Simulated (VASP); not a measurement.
# MgTl (Pm-3m) in VASP: a series of runs

MgTl is run at these levels: LDA; tasks: single point.

Everything below comes from runs of VASP 6.6.1. Logs are shortened: lines on timing, memory, paths and dates and some standing lists are left out, and cuts for length are marked.

## Step 1: The cell of the first run

It takes space group Pm-3m (No. 221, cubic). The conventional cell has a = 3.561 Å, b = 3.561 Å, c = 3.561 Å, α = 90.00°, β = 90.00°, γ = 90.00°. Mg (site symmetry m-3m) has 8 Tl at 3.08 Å and 6 Mg at 3.56 Å within 4.1 Å. Tl (site symmetry m-3m) has 8 Mg at 3.08 Å and 6 Tl at 3.56 Å within 4.1 Å.

## Step 2: Single point, LDA (22.57 Å³/atom)

INCAR

```
SYSTEM = MgTl
  PREC = Accurate
  ENCUT = 520
  EDIFF = 1E-6
  ISMEAR = -1
  SIGMA = 0.05
  LREAL = .FALSE.
  LASPH = .TRUE.
  NELM = 80
  ALGO = Normal
  ISIF = 2
  LWAVE = .FALSE.
  LCHARG = .FALSE.
  NBANDS = 14
```

KPOINTS

```
Automatic mesh
0
G
  9 9 9
  0 0 0
```

POSCAR

```
MgTl
1.0
    3.5607955052      0.0000000000      0.0000000000
    0.0000000000      3.5607955052      0.0000000000
    0.0000000000      0.0000000000      3.5607955052
Mg Tl
1 1
Direct
    0.0000000000      0.0000000000      0.0000000000
    0.5000000000      0.5000000000      0.5000000000
```

Potentials or basis: VASP PAW LDA potentials, release 64 (Mg, Tl_d).

Run with:

```console
cat potpaw_LDA.64/Mg/POTCAR potpaw_LDA.64/Tl_d/POTCAR > POTCAR
mpirun -np 1 vasp_std > vasp.out
```

OUTCAR:

```text
SYSTEM = MgTl
   PREC = Accurate
   ENCUT = 520
   EDIFF = 1E-6
   ISMEAR = -1
   LREAL = .FALSE.
   LASPH = .TRUE.
   NELM = 80
   ISIF = 2

 ion  position               nearest neighbor table
   1  0.000  0.000  0.000-   2 3.08   2 3.08   2 3.08   2 3.08   2 3.08   2 3.08   2 3.08   2 3.08

   2  0.500  0.500  0.500-   1 3.08   1 3.08   1 3.08   1 3.08   1 3.08   1 3.08   1 3.08   1 3.08

  LATTYP: Found a simple cubic cell.
 ALAT       =     3.5607955052

  Lattice vectors:

 A1 = (   3.5607955052,   0.0000000000,   0.0000000000)
 A2 = (   0.0000000000,   3.5607955052,   0.0000000000)
 A3 = (   0.0000000000,   0.0000000000,   3.5607955052)

Analysis of symmetry for initial positions (statically):
=====================================================================
 Subroutine PRICEL returns:
 Original cell was already a primitive cell.

 Routine SETGRP: Setting up the symmetry group for a
 simple cubic supercell.

 Subroutine GETGRP returns: Found 48 space group operations
 (whereof 48 operations were pure point group operations)
 out of a pool of 48 trial point group operations.

The static configuration has the point symmetry O_h .

Analysis of symmetry for dynamics (positions and initial velocities):
=====================================================================
 Subroutine PRICEL returns:
 Original cell was already a primitive cell.

 Routine SETGRP: Setting up the symmetry group for a
 simple cubic supercell.

 Subroutine GETGRP returns: Found 48 space group operations
 (whereof 48 operations were pure point group operations)
 out of a pool of 48 trial point group operations.

The dynamic configuration has the point symmetry O_h .

 Subroutine INISYM returns: Found 48 space group operations
 (whereof 48 operations are pure point group operations),
 and found     1 'primitive' translations

----------------------------------------------------------------------------------------

                                     Primitive cell

  volume of cell :      45.1483

  direct lattice vectors                    reciprocal lattice vectors
     3.560795505  0.000000000  0.000000000     0.280836122  0.000000000  0.000000000
     0.000000000  3.560795505  0.000000000     0.000000000  0.280836122  0.000000000
     0.000000000  0.000000000  3.560795505     0.000000000  0.000000000  0.280836122

  length of vectors
     3.560795505  3.560795505  3.560795505     0.280836122  0.280836122  0.280836122

  position of ions in fractional coordinates (direct lattice)
     0.000000000  0.000000000  0.000000000
     0.500000000  0.500000000  0.500000000

  ion indices of the primitive-cell ions
   primitive index   ion index
                 1           1
                 2           2

----------------------------------------------------------------------------------------

 KPOINTS: Automatic mesh

Automatic generation of k-mesh.
 Grid dimensions read from file:
 generate k-points for:    9    9    9

 Generating k-lattice:

  Cartesian coordinates                     Fractional coordinates (reciprocal lattice)
     0.031204014  0.000000000  0.000000000     0.111111111  0.000000000  0.000000000
     0.000000000  0.031204014  0.000000000     0.000000000  0.111111111  0.000000000
     0.000000000  0.000000000  0.031204014     0.000000000  0.000000000  0.111111111

  Length of vectors
     0.031204014  0.031204014  0.031204014

  Shift w.r.t. Gamma in fractional coordinates (k-lattice)
     0.000000000  0.000000000  0.000000000

 Subroutine IBZKPT returns following result:
 ===========================================

 Found     35 irreducible k-points:

 Following reciprocal coordinates:
            Coordinates               Weight
  0.000000  0.000000  0.000000      1.000000
  0.111111  0.000000  0.000000      6.000000
  0.222222  0.000000  0.000000      6.000000
  0.333333  0.000000  0.000000      6.000000
  0.444444  0.000000  0.000000      6.000000
  0.111111  0.111111  0.000000     12.000000
[... 16 lines left out ...]
  0.333333  0.333333  0.111111     24.000000
  0.444444  0.333333  0.111111     48.000000
 [... further k-points ...]
   k-points           NKPTS =     35   k-points in BZ     NKDIM =     35   number of bands    NBANDS=     14
   number of dos      NEDOS =    301   number of ions     NIONS =      2
   total plane-waves  NPLWV =  21952
   dimension x,y,z NGX =    28 NGY =   28 NGZ =   28
   dimension x,y,z NGXF=    56 NGYF=   56 NGZF=   56
   ions per type =               1   1
   NGX,Y,Z   is equivalent  to a cutoff of  13.07, 13.07, 13.07 a.u.
   NGXF,Y,Z  is equivalent  to a cutoff of  26.15, 26.15, 26.15 a.u.
 SYSTEM =  MgTl
   PREC   = accura    normal or accurate (medium, high low for compatibility)
   ISTART =      0    job   : 0-new  1-cont  2-samecut
   ICHARG =      2    charge: 1-file 2-atom 10-const
   ISPIN  =      1    spin polarized calculation?
   LNONCOLLINEAR =      F non collinear calculations
   LSORBIT =      F    spin-orbit coupling
   LASPH  =      T    aspherical Exc in radial PAW
   ENCUT  =  520.0 eV  38.22 Ry    6.18 a.u.   6.62  6.62  6.62*2*pi/ulx,y,z
   NELM   =     80;   NELMIN=  2; NELMDL= -5     # of ELM steps
   EDIFF  = 0.1E-05   stopping-criterion for ELM
   LREAL  =      F    real-space projection
   EDIFFG = 0.1E-04   stopping-criterion for IOM
   NSW    =      0    number of steps for IOM
   IBRION =     -1    ionic relax: 0-MD 1-quasi-New 2-CG
   NFREE  =      0    steps in history (QN), initial steepest desc. (CG)
   ISIF   =      2    stress and relaxation
   ISYM   =      2    0-nonsym 1-usesym 2-fastsym
   POTIM  = 0.5000    time-step for ionic-motion
   TEBEG  =    0.0;   TEEND  =   0.0 temperature during run
   PSTRESS=    0.0 pullay stress
   NELECT =      15.0000    total number of electrons
   NUPDOWN=      -1.0000    fix difference up-down
   EMIN   =  10.00;   EMAX   =-10.00  energy-range for DOS
   EFERMI =   0.00;   METHOD = LEGACY
   ISMEAR =    -1;   SIGMA  =   0.05  broadening in eV -4-tet -1-fermi 0-gaus
   EFERMI_NEDOS =   21; number of points for ismear=-14 and -15
   IALGO  =     38    algorithm
   IMIX   =      4    mixing-type and parameters
     AMIX     =   0.40;   BMIX     =  1.00
     AMIX_MAG =   1.60;   BMIX_MAG =  1.00
  volume/ion in A,a.u.               =      22.57       152.34
  Fermi-wavevector in a.u.,A,eV,Ry     =   1.133857  2.142679 17.492076  1.285631
  Thomas-Fermi vector in A             =   2.270560
   LORBIT       =      0    0 simple, 1 ext, 2 COOP (PROOUT), +10 PAW based schemes
   GGA     = CA    functional components
   LHFCALC =     F    Hartree Fock is set to
   AEXX    =    0.0000 exact exchange contribution
   IVDW    =     0    specifies the selected vdW correction
   LEPSILON=     F    determine dielectric tensor
   LRPA    =     F    only Hartree local field effects (RPA)
 non-spin polarized calculation
  energy-cutoff  :      520.00
  volume of cell :       45.15
 maximum number of plane-waves:      1237
 NGX is ok and might be reduce to    28
   NGX = 13   NGY = 13   NGZ = 13

 number of electron      15.0000004 magnetization

 Free energy of the ion-electron system (eV)
  ---------------------------------------------------
  ext. energy  EPLUGINS =         0.00000000
  ---------------------------------------------------
  free energy    TOTEN  =        -5.07873549 eV

  energy without entropy =       -5.06973740  energy(sigma->0) =       -5.07423645

 E-fermi :   6.0051     XC(G=0): -10.2478

 val. band max:        5.9707142495   @ k =   0.4444   0.3333   0.3333
 cond. band min:       6.0278145565   @ k =   0.2222   0.2222   0.2222
 fundamental gap:      0.0571003070
 Fermi energy:         6.0051106310

 k-point     1 :       0.0000    0.0000    0.0000
  band No.  band energies     occupation
      1      -5.9777      2.00000
      2      -5.9777      2.00000
      3      -5.5583      2.00000
      4      -5.5583      2.00000
      5      -5.5583      2.00000
      6      -4.0585      2.00000
      7       8.4059      0.00000
      8       8.4059      0.00000
      9       8.4059      0.00000
     10       9.8110      0.00000
     11      11.4056      0.00000
     12      11.4056      0.00000
     13      20.1832      0.00000
     14      20.1840      0.00000

 k-point     2 :       0.1111    0.0000    0.0000
  band No.  band energies     occupation
      1      -5.9728      2.00000
      2      -5.9382      2.00000
      3      -5.5768      2.00000
      4      -5.5768      2.00000
      5      -5.5563      2.00000
      6      -3.9061      2.00000
      7       6.7123      0.00000
      8       8.5787      0.00000
      9       8.5787      0.00000
     10      10.4052      0.00000
     11      11.4622      0.00000
     12      12.8362      0.00000
     13      18.3856      0.00000
     14      18.3856      0.00000

 k-point     3 :       0.2222    0.0000    0.0000
  band No.  band energies     occupation
      1      -5.9605      2.00000
      2      -5.8450      2.00000
      3      -5.6230      2.00000
      4      -5.6230      2.00000
      5      -5.5513      2.00000
      6      -3.4426      2.00000
      7       4.5070      2.00000
      8       9.0760      0.00000
      9       9.0760      0.00000
     10      10.8487      0.00000
     11      11.6228      0.00000
     12      15.5789      0.00000
     13      16.4432      0.00000
     14      16.4432      0.00000
[... 324 lines left out ...]
 k-point    23 :       0.3333    0.3333    0.1111
  band No.  band energies     occupation
      1      -5.8613      2.00000
      2      -5.7846      2.00000
      3      -5.6883      2.00000
      4      -5.6848      2.00000
      5      -5.5140      2.00000
      6      -1.2738      2.00000
      7       3.9711      2.00000
      8       4.1864      2.00000
      9       8.8167      0.00000
     10       9.6070      0.00000
     11      13.4073      0.00000
     12      13.8949      0.00000
     13      15.0216      0.00000
     14      17.6921      0.00000

 k-point    24 :       0.4444    0.3333    0.1111
  band No.  band energies     occupation
      1      -5.9112      2.00000
      2      -5.7689      2.00000
      3      -5.7213      2.00000
      4      -5.6813      2.00000
      5      -5.4370      2.00000
      6      -0.5097      2.00000
      7       2.6618      2.00000
      8       4.8584      2.00000
      9       7.5636      0.00000
     10      10.4655      0.00000
     11      12.2735      0.00000
     12      14.4913      0.00000
     13      15.1173      0.00000
     14      17.0999      0.00000

 [... further k-points ...]

------------------------ aborting loop because EDIFF is reached ----------------------------------------

  FORCE on cell =-STRESS in cart. coord.  units (eV):
  Direction    XX          YY          ZZ          XY          YZ          ZX
  --------------------------------------------------------------------------------------
  -------------------------------------------------------------------------------------
  Total       -0.0646076     -0.0646076     -0.0646076     -0.0000000      0.0000000     -0.0000000
  in kB       -2.2927311     -2.2927311     -2.2927311     -0.0000000      0.0000000     -0.0000000
  external PRESSURE =      -2.2927311 kB  Pullay stress =       0.0000000 kB

 VOLUME and BASIS-vectors are now :
 -----------------------------------------------------------------------------
  energy-cutoff  :      520.00
  volume of cell :       45.15
      direct lattice vectors                 reciprocal lattice vectors
     3.560795505  0.000000000  0.000000000     0.280836122  0.000000000  0.000000000
     0.000000000  3.560795505  0.000000000     0.000000000  0.280836122  0.000000000
     0.000000000  0.000000000  3.560795505     0.000000000  0.000000000  0.280836122

 POSITION                                       TOTAL-FORCE (eV/Angst)
 -----------------------------------------------------------------------------------
      0.00000      0.00000      0.00000         0.000000      0.000000      0.000000
      1.78040      1.78040      1.78040         0.000000      0.000000      0.000000
 -----------------------------------------------------------------------------------
    total drift:                                0.000000      0.000000      0.000000

  FREE ENERGIE OF THE ION-ELECTRON SYSTEM (eV)
  ---------------------------------------------------
  free  energy   TOTEN  =        -5.0787354895 eV

  energy  without entropy=       -5.0697374011  energy(sigma->0) =       -5.07423645
```

It took 21 s on 1 thread of Intel Xeon 8259CL, shared host; peak memory 0.15 GiB.

What came out:

- Free energy: -5.0787 eV
- Pressure: -0.2 GPa
- Band gap on the k mesh: zero (an odd number of electrons rules out a gap without spin polarisation)

Caveat: spin-orbit coupling is left out, which moves the levels of the heavy elements.

## Step 3: Single point, LDA (23.53 Å³/atom)

This run uses another cell than the first one, of 23.53 Å³/atom.

INCAR

```
ALGO = Normal
EDIFF = 1E-6
ENCUT = 520
GGA = CA
ISIF = 2
ISMEAR = -1
LASPH = T
LCHARG = F
LREAL = F
LWAVE = F
NBANDS = 14
NELM = 60
PREC = Accurate
SIGMA = 0.05
```

KPOINTS

```
k-points
0
Gamma
  9 9 9
```

POSCAR

```
MgTl
1.0
    3.6106032918      0.0000000000      0.0000000000
    0.0000000000      3.6106032918      0.0000000000
    0.0000000000      0.0000000000      3.6106032918
Mg Tl
1 1
Direct
    0.0000000000      0.0000000000      0.0000000000
    0.5000000000      0.5000000000      0.5000000000
```

Potentials or basis: VASP PAW LDA potentials, release 64 (Mg, Tl_d).

Run with:

```console
cat potpaw_LDA.64/Mg/POTCAR potpaw_LDA.64/Tl_d/POTCAR > POTCAR
mpirun -np 1 vasp_std > vasp.out
```

Run time: 19 s. Hardware: 1 thread of Intel Xeon 8259CL, shared host; peak memory 0.16 GiB.

The run converged. Its results:

```
Free energy            : -5.0659 eV
Pressure               : -2.0 GPa
Band gap on the k mesh : zero (an odd number of electrons rules out a gap without spin polarisation)
```

Levels at points of the mesh, in eV from the Fermi level:
| k point | band 3 | band 4 | band 5 | band 6 | band 7 | band 8 | band 9 | band 10 | band 11 | band 12 |
| --- | --- | --- | --- | --- | --- | --- | --- | --- | --- | --- |
| (0.00, 0.00, 0.00) | -11.50 | -11.50 | -11.50 | -9.78 | 2.37 | 2.37 | 2.37 | 3.45 | 5.34 | 5.34 |

Caveat: spin-orbit coupling is left out, which moves the levels of the heavy elements.

[end of part 1 of 2]
